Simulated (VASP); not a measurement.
# CdGa2O3 (P-4m2) in VASP: a series of runs, part 2 of 2

VASP 6.6.1. Earlier steps stand in the parts before.

## (3) Single point, PBE

This run uses another cell than the first one, of 13.88 Å³/atom, 1.016 times its volume.

The input, INCAR:

```
PREC = Accurate ; ENCUT = 520
EDIFF = 1E-6 ; ISMEAR = 0
SIGMA = 0.1 ; LREAL = F
LASPH = T ; NELM = 80
ALGO = Normal ; ISIF = 2
LWAVE = F ; LCHARG = T
GGA = PE ; LELF = T
LVHAR = T ; NBANDS = 37
```

The input, KPOINTS:

```
regular mesh
0
Gamma
  6 6 4
```

The input, POSCAR:

```
CdGa2O3
1.0
    3.1609595750      0.0000000000      0.0000000000
    0.0000000000      3.1609595750      0.0000000000
    0.0000000000      0.0000000000      8.3338779031
Cd Ga O
1 2 3
Direct
    0.0000000000      0.0000000000      0.0000000000
    0.0000000000      0.5000000000      0.6370993111
    0.5000000000      0.0000000000      0.3629006889
    0.5000000000      0.5000000000      0.0000000000
    0.0000000000      0.5000000000      0.3891915507
    0.5000000000      0.0000000000      0.6108084493
```

Potentials or basis: VASP PAW PBE potentials, release 64 (Cd, Ga_d, O).

The run is started by

```bash
> cat potpaw_PBE.64/Cd/POTCAR potpaw_PBE.64/Ga_d/POTCAR potpaw_PBE.64/O/POTCAR > POTCAR
> mpirun -np 1 vasp_std > vasp.out
```

OUTCAR:

```text
PREC = Accurate
   ENCUT = 520
   EDIFF = 1E-6
   ISMEAR = 0
   LREAL = F
   LASPH = T
   NELM = 80
   ISIF = 2
   GGA = PE

 ion  position               nearest neighbor table
   1  0.000  0.000  0.000-   4 2.24   4 2.24   4 2.24   4 2.24
   2  0.000  0.500  0.637-   5 2.07   6 2.25   6 2.25   6 2.25   6 2.25
   3  0.500  0.000  0.363-   6 2.07   5 2.25   5 2.25   5 2.25   5 2.25
   4  0.500  0.500  0.000-   1 2.24   1 2.24   1 2.24   1 2.24
   5  0.000  0.500  0.389-   2 2.07   3 2.25   3 2.25   3 2.25   3 2.25
   6  0.500  0.000  0.611-   3 2.07   2 2.25   2 2.25   2 2.25   2 2.25

  LATTYP: Found a simple tetragonal cell.
 ALAT       =     3.1609595750
 C/A-ratio  =     2.6365025257

  Lattice vectors:

 A1 = (   3.1609595750,   0.0000000000,   0.0000000000)
 A2 = (   0.0000000000,   3.1609595750,   0.0000000000)
 A3 = (   0.0000000000,   0.0000000000,   8.3338779031)

Analysis of symmetry for initial positions (statically):
=====================================================================
 Subroutine PRICEL returns:
 Original cell was already a primitive cell.

 Routine SETGRP: Setting up the symmetry group for a
 simple tetragonal supercell.

 Subroutine GETGRP returns: Found  8 space group operations
 (whereof  8 operations were pure point group operations)
 out of a pool of 16 trial point group operations.

The static configuration has the point symmetry D_2d.

Analysis of symmetry for dynamics (positions and initial velocities):
=====================================================================
 Subroutine PRICEL returns:
 Original cell was already a primitive cell.

 Routine SETGRP: Setting up the symmetry group for a
 simple tetragonal supercell.

 Subroutine GETGRP returns: Found  8 space group operations
 (whereof  8 operations were pure point group operations)
 out of a pool of 16 trial point group operations.

The dynamic configuration has the point symmetry D_2d.
[... 123 lines left out ...]
   EFERMI_NEDOS =   21; number of points for ismear=-14 and -15
   IALGO  =     38    algorithm
   IMIX   =      4    mixing-type and parameters
     AMIX     =   0.40;   BMIX     =  1.00
     AMIX_MAG =   1.60;   BMIX_MAG =  1.00
  volume/ion in A,a.u.               =      13.88        93.65
  Fermi-wavevector in a.u.,A,eV,Ry     =   1.434308  2.710450 27.990452  2.057240
  Thomas-Fermi vector in A             =   2.553731
   LORBIT       =      0    0 simple, 1 ext, 2 COOP (PROOUT), +10 PAW based schemes
   GGA     = PE    functional components
   LHFCALC =     F    Hartree Fock is set to
   AEXX    =    0.0000 exact exchange contribution
   IVDW    =     0    specifies the selected vdW correction
   LEPSILON=     F    determine dielectric tensor
   LRPA    =     F    only Hartree local field effects (RPA)
 non-spin polarized calculation
 Gauss-broadening in eV      SIGMA  =   0.10
  energy-cutoff  :      520.00
  volume of cell :       83.27
 maximum number of plane-waves:      2288
 NGX is ok and might be reduce to    24
   NGX = 11   NGY = 11   NGZ = 31

 number of electron      55.9999987 magnetization

 Free energy of the ion-electron system (eV)
  ---------------------------------------------------
  ext. energy  EPLUGINS =         0.00000000
  ---------------------------------------------------
  free energy    TOTEN  =       -26.38840685 eV

  energy without entropy =      -26.37100898  energy(sigma->0) =      -26.37970792

 E-fermi :   4.0938     XC(G=0): -10.8765

 val. band max:        4.0708190807   @ k =   0.1667   0.1667   0.2500
 cond. band min:       4.1353348204   @ k =   0.3333   0.1667   0.0000
 fundamental gap:      0.0645157397
 Fermi energy:         4.0938444789

 k-point     1 :       0.0000    0.0000    0.0000
  band No.  band energies     occupation
      1     -16.1466      2.00000
      2     -15.1001      2.00000
      3     -13.9423      2.00000
      4     -11.0775      2.00000
      5     -11.0286      2.00000
      6     -11.0063      2.00000
[... 949 lines left out ...]
     36      11.8396      0.00000
     37      11.9621      0.00000

 [... further k-points ...]
[... 5 lines left out ...]
  --------------------------------------------------------------------------------------
  -------------------------------------------------------------------------------------
  Total        0.4750837      0.4750837      0.3537233      0.0000000      0.0000000      0.0000000
  in kB        9.1410414      9.1410414      6.8059571      0.0000000      0.0000000      0.0000000
  external PRESSURE =       8.3626800 kB  Pullay stress =       0.0000000 kB

 VOLUME and BASIS-vectors are now :
 -----------------------------------------------------------------------------
  energy-cutoff  :      520.00
  volume of cell :       83.27
      direct lattice vectors                 reciprocal lattice vectors
     3.160959575  0.000000000  0.000000000     0.316359629  0.000000000  0.000000000
     0.000000000  3.160959575  0.000000000     0.000000000  0.316359629  0.000000000
     0.000000000  0.000000000  8.333877903     0.000000000  0.000000000  0.119992159

 POSITION                                       TOTAL-FORCE (eV/Angst)
 -----------------------------------------------------------------------------------
      0.00000      0.00000      0.00000         0.000000      0.000000      0.000000
      0.00000      1.58048      5.30951        -0.000000      0.000000      0.056297
      1.58048      0.00000      3.02437        -0.000000      0.000000     -0.056297
      1.58048      1.58048      0.00000        -0.000000     -0.000000      0.000000
      0.00000      1.58048      3.24347        -0.000000      0.000000     -0.032090
      1.58048      0.00000      5.09040         0.000000      0.000000      0.032090
 -----------------------------------------------------------------------------------
    total drift:                                0.000000     -0.000000      0.000000

  FREE ENERGIE OF THE ION-ELECTRON SYSTEM (eV)
  ---------------------------------------------------
  free  energy   TOTEN  =       -26.3884068534 eV

  energy  without entropy=      -26.3710089828  energy(sigma->0) =      -26.37970792
```

It took 98 s on 1 thread of Oxide Virtual Turin-like, shared host; peak memory 0.2 GiB.

Results:

```
Free energy            : -26.3884 eV
Pressure               : 0.8 GPa
Largest force          : 0.056 eV/Å
Band gap on the k mesh : zero (band 28 reaches 4.53 eV, above the bottom of band 29 at 2.87 eV)
```

Forces in eV/Å, atoms in the order of the input:
```
Cd   0.000  0.000  0.000
Ga   0.000  0.000  0.056
Ga   0.000  0.000 -0.056
O    0.000  0.000  0.000
O    0.000  0.000 -0.032
O    0.000  0.000  0.032
```

Levels at points of the mesh, in eV from the Fermi level:
| k point | band 24 | band 25 | band 26 | band 27 | band 28 | band 29 | band 30 | band 31 | band 32 | band 33 |
| --- | --- | --- | --- | --- | --- | --- | --- | --- | --- | --- |
| (0.00, 0.00, 0.00) | -3.72 | -3.72 | -3.20 | -2.76 | -2.76 | -0.21 | 0.39 | 3.43 | 6.09 | 7.65 |
| (0.50, 0.00, 0.00) | -3.54 | -3.53 | -2.03 | -0.51 | 0.20 | 0.85 | 2.36 | 2.81 | 5.28 | 5.41 |
| (0.50, 0.50, 0.00) | -5.10 | -4.64 | -4.64 | -2.12 | -0.87 | -0.87 | 2.16 | 4.57 | 6.35 | 6.35 |
| (0.00, 0.00, 0.50) | -3.72 | -3.72 | -2.75 | -2.75 | -2.05 | -1.22 | 0.60 | 4.08 | 5.99 | 7.59 |
| (0.50, 0.00, 0.50) | -3.54 | -3.53 | -1.91 | -0.51 | 0.44 | 0.71 | 2.24 | 2.85 | 5.15 | 5.44 |
| (0.50, 0.50, 0.50) | -5.20 | -4.52 | -4.52 | -2.14 | -0.91 | -0.91 | 2.18 | 4.73 | 6.14 | 6.28 |

## (4) Relaxation of cell and atoms, PBE

The input, INCAR:

```
SYSTEM = CdGa2O3
PREC = Accurate
ENCUT = 600
EDIFF = 1E-6
ISMEAR = 0
SIGMA = 0.1
LREAL = .FALSE.
LASPH = .TRUE.
NELM = 100
ALGO = Normal
ISIF = 3
LWAVE = .FALSE.
LCHARG = .FALSE.
GGA = PE
IBRION = 2
NSW = 90
EDIFFG = -0.04
```

The input, KPOINTS:

```
regular mesh
0
G
  6 6 4
  0 0 0
```

The input, POSCAR:

```
CdGa2O3
1.0
    3.3444313800      0.0000000000      0.0000000000
    0.0000000000      3.3444313800      0.0000000000
    0.0000000000      0.0000000000      7.3297590600
Cd Ga O
1 2 3
Direct
    0.0000000000      0.0000000000      0.0000000000
    0.0000000000      0.5000000000      0.7340000300
    0.5000000000      0.0000000000      0.2659999700
    0.5000000000      0.5000000000      0.0000000000
    0.0000000000      0.5000000000      0.3820000000
    0.5000000000      0.0000000000      0.6180000000
```

The run is started by

```bash
> cat potpaw_PBE.64/Cd/POTCAR potpaw_PBE.64/Ga_d/POTCAR potpaw_PBE.64/O/POTCAR > POTCAR
> mpirun -np 1 vasp_std > vasp.out
```

It took 29 min on 1 thread of Oxide Virtual Turin-like, shared host; peak memory 0.24 GiB.

It converged, with:

| Quantity | Value |
| --- | --- |
| Free energy | -26.3947 eV |
| Relaxed volume | 14.00 Å³/atom |
| Relaxed cell | a = 3.168 Å, b = 3.168 Å, c = 8.371 Å, α = 90.00°, β = 90.00°, γ = 90.00° |
| Space group after relaxing (to 0.05 Å) | P-4m2 (No. 115) |
| Energy gained by relaxing | 675.7 meV/atom |
| Ionic steps | 13 |
| Pressure after relaxing | -0.1 GPa |
| Largest force after relaxing | 0.018 eV/Å |
| Band gap on the k mesh | zero (band 28 reaches 4.43 eV, above the bottom of band 29 at 2.78 eV) |

Forces on the atoms (eV/Å):
```
Cd   0.000  0.000  0.000
Ga   0.000  0.000 -0.009
Ga   0.000  0.000  0.009
O    0.000  0.000  0.000
O    0.000  0.000 -0.018
O    0.000  0.000  0.018
```

Stress tensor (GPa, compression positive):
```
-0.14  0.00  0.00
 0.00 -0.14  0.00
 0.00  0.00 -0.05
```

The path:
```csv
step,energy change (eV),largest force (eV/Å),pressure (GPa),volume (Å³)
1,0.0000,4.9691,-4.29,81.98
2,-2.4094,3.2921,-3.92,77.68
3,-3.5731,1.1945,4.66,73.43
4,-3.6165,0.6412,8.88,72.25
5,-3.8283,0.7209,-3.34,80.40
6,-3.8369,0.6953,-1.68,78.91
7,-3.9303,0.5702,-0.19,79.24
8,-3.9795,0.4412,2.24,79.63
9,-4.0360,0.1867,-0.58,83.06
10,-4.0393,0.1019,-1.38,84.17
11,-4.0516,0.1073,0.56,83.87
12,-4.0534,0.0645,0.04,83.95
13,-4.0541,0.0183,-0.11,84.02
```

Final structure:
```yaml
crystal:
  lattice:
    - [3.16815, 0.00000, 0.00000]
    - [0.00000, 3.16815, 0.00000]
    - [0.00000, 0.00000, 8.37076]
  atoms:
    - { symbol: Cd, position: [0.00000, 0.00000, 0.00000] }
    - { symbol: Ga, position: [0.00000, 0.50000, 0.63696] }
    - { symbol: Ga, position: [0.50000, 0.00000, 0.36304] }
    - { symbol: O, position: [0.50000, 0.50000, 0.00000] }
    - { symbol: O, position: [0.00000, 0.50000, 0.38956] }
    - { symbol: O, position: [0.50000, 0.00000, 0.61044] }
```

Levels at points of the mesh, in eV from the Fermi level:
```
           k point  band 26  band 27  band 28  band 29  band 30  band 31
(0.00, 0.00, 0.00)    -3.17    -2.72    -2.72    -0.21     0.36     3.42
(0.50, 0.00, 0.00)    -2.01    -0.51     0.21     0.85     2.36     2.82
(0.50, 0.50, 0.00)    -4.59    -2.08    -0.87    -0.87     2.16     4.58
(0.00, 0.00, 0.50)    -2.72    -2.72    -2.04    -1.21     0.59     4.06
(0.50, 0.00, 0.50)    -1.88    -0.51     0.44     0.71     2.25     2.85
(0.50, 0.50, 0.50)    -4.47    -2.10    -0.90    -0.90     2.17     4.74
```

## (5) Single point, PBE

This run uses another cell than the first one, of 14.06 Å³/atom, 1.029 times its volume.

The input, INCAR:

```
SYSTEM = CdGa2O3
PREC = Accurate
ENCUT = 520
EDIFF = 1E-6
ISMEAR = 0
SIGMA = 0.1
LREAL = .FALSE.
LASPH = .TRUE.
NELM = 60
ALGO = Normal
ISIF = 2
LWAVE = .FALSE.
LCHARG = .TRUE.
GGA = PE
LELF = .TRUE.
LVHAR = .TRUE.
NBANDS = 37
```

The input, KPOINTS:

```
Automatic mesh
0
G
  12 12 6
  0 0 0
```

The input, POSCAR:

```
CdGa2O3
1.0
    3.1608246150      0.0000000000      0.0000000000
    0.0000000000      3.1608246150      0.0000000000
    0.0000000000      0.0000000000      8.4431478833
Cd Ga O
1 2 3
Direct
    0.0000000000      0.0000000000      0.0000000000
    0.0000000000      0.5000000000      0.6351879315
    0.5000000000      0.0000000000      0.3648120685
    0.5000000000      0.5000000000      0.0000000000
    0.0000000000      0.5000000000      0.3907774428
    0.5000000000      0.0000000000      0.6092225572
```

The run is started by

```bash
> cat potpaw_PBE.64/Cd/POTCAR potpaw_PBE.64/Ga_d/POTCAR potpaw_PBE.64/O/POTCAR > POTCAR
> mpirun -np 1 vasp_std > vasp.out
```

Wall time 6.6 min (1 thread of Oxide Virtual Turin-like, shared host); peak memory 0.37 GiB.

Results (log left out):

```yaml
Free_energy: -26.3845 eV
Pressure: 0.8 GPa
Largest_force: 0.064 eV/Å
Band_gap_on_the_k_mesh: zero (band 28 reaches 4.43 eV, above the bottom of band 29 at 2.77 eV)
```

Forces in eV/Å, atoms in the order of the input:
```
Cd   0.000  0.000  0.000
Ga   0.000  0.000  0.064
Ga   0.000  0.000 -0.064
O    0.000  0.000  0.000
O    0.000  0.000 -0.033
O    0.000  0.000  0.033
```

Stress tensor (GPa, compression positive):
```
0.98 0.00 0.00
0.00 0.98 0.00
0.00 0.00 0.40
```

Levels at points of the mesh, in eV from the Fermi level:
```tsv
k point	band 24	band 25	band 26	band 27	band 28	band 29	band 30	band 31	band 32	band 33
(0.00, 0.00, 0.00)	-3.65	-3.65	-3.16	-2.69	-2.69	-0.17	0.38	3.43	6.06	7.71
(0.50, 0.00, 0.00)	-3.47	-3.47	-1.94	-0.44	0.27	0.89	2.42	2.85	5.30	5.38
(0.50, 0.50, 0.00)	-5.05	-4.56	-4.56	-2.04	-0.82	-0.82	2.26	4.67	6.41	6.41
(0.00, 0.00, 0.50)	-3.65	-3.65	-2.68	-2.68	-2.05	-1.16	0.62	4.07	5.88	7.64
(0.50, 0.00, 0.50)	-3.47	-3.47	-1.83	-0.44	0.49	0.76	2.31	2.89	5.15	5.46
(0.50, 0.50, 0.50)	-5.13	-4.46	-4.46	-2.05	-0.85	-0.85	2.28	4.83	6.18	6.34
```

## (6) The runs side by side

| task | cell | k mesh | cutoff (eV) | gap on the mesh (eV) | pressure (GPa) | largest force (eV/Å) |
| --- | --- | --- | --- | --- | --- | --- |
| single point | a = 3.344, b = 3.344, c = 7.330 Å, 6 atoms | 6 × 6 × 4 | 520 | none | -4.2 | 4.97 |
| single point | a = 3.161, b = 3.161, c = 8.334 Å, 6 atoms | 6 × 6 × 4 | 520 | none | 0.8 | 0.06 |
| relaxation of cell and atoms | relaxed from a = 3.344, b = 3.344, c = 7.330 Å, 6 atoms | 6 × 6 × 4 | 600 | none | -0.1 | 0.02 |
| single point | a = 3.161, b = 3.161, c = 8.443 Å, 6 atoms | 12 × 12 × 6 | 520 | none | 0.8 | 0.06 |

Alike in all rows: level PBE; potentials or basis VASP PAW PBE potentials, release 64 (Cd, Ga_d, O); no spin polarisation; smearing gaussian 0.1 eV.

Caveats: forces of over 1 eV/Å act on the atoms, so gaps and moduli don't describe the material at rest (some runs).

Total energies depend on the potentials used, so only differences within one code and one set of settings carry meaning.
